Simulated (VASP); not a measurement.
# FeGe: single point with PBE

FeGe:

```xyz
6
Lattice="4.8956 0.0000 0.0000 -2.4478 4.2397 0.0000 0.0000 0.0000 4.0317" Properties=species:S:1:pos:R:3 pbc="T T T"
Ge    2.4478    1.4132    2.0159
Ge    0.0000    2.8265    2.0159
Ge    0.0000    0.0000    0.0000
Fe   -1.2239    2.1198    0.0000
Fe    1.2239    2.1198    0.0000
Fe    2.4478    0.0000    0.0000
```

- Program: VASP 6.6.1
- Task: single point
- Functional: PBE
- Potentials or basis: VASP PAW PBE potentials, release 64 (Ge_d, Fe)
- Cutoff: 520 eV
- k mesh: 6 × 6 × 7
- Occupations: fermi-dirac, width 0.05 eV
- Spin: collinear spin, ferromagnetic start
- Starting moments: [0.0, 0.0, 0.0, 3.0, 3.0, 3.0] μB
- Dipole correction: no
- Further INCAR settings: ALGO = Normal; EDIFF = 1e-06; NBANDS = 46

| Item | Value |
| --- | --- |
| Pressure | 5.3 GPa |
| Net moment | 4.07 μB per cell |
| Site moments | Ge -0.05, -0.08 (each value once); Fe +1.42 μB |
| Valence electrons inside the program's atomic spheres | Ge 12.43, 12.39 (each value once); Fe 7.51 |

Stress tensor (GPa, compression positive):
```
6.19 0.00 0.00
0.00 6.19 0.00
0.00 0.00 3.58
```

Levels at points of the mesh, in eV from the Fermi level:
Spin up:
| k point | band 32 | band 33 | band 34 | band 35 | band 36 | band 37 | band 38 | band 39 |
| --- | --- | --- | --- | --- | --- | --- | --- | --- |
| (0.00, 0.00, 0.00) | -1.24 | -1.19 | -1.19 | -0.04 | 0.37 | 1.42 | 1.42 | 2.89 |
| (0.50, 0.00, 0.00) | -1.28 | -1.20 | 0.55 | 0.61 | 1.10 | 1.50 | 2.06 | 3.17 |
Spin down:
| k point | band 27 | band 28 | band 29 | band 30 | band 31 | band 32 | band 33 | band 34 | band 35 | band 36 |
| --- | --- | --- | --- | --- | --- | --- | --- | --- | --- | --- |
| (0.00, 0.00, 0.00) | -2.48 | -1.58 | -1.58 | 0.26 | 0.26 | 0.38 | 0.55 | 0.55 | 1.13 | 1.38 |
| (0.50, 0.00, 0.00) | -2.09 | -1.71 | -0.89 | -0.46 | -0.35 | 0.21 | 0.51 | 1.53 | 1.56 | 1.68 |

Run time: 120 s on 1 thread of Intel(R) Xeon(R) 6975P-C (Granite Rapids), on a shared host, peak memory 0.32 GiB.

Caveat: the cell stands under pressure.
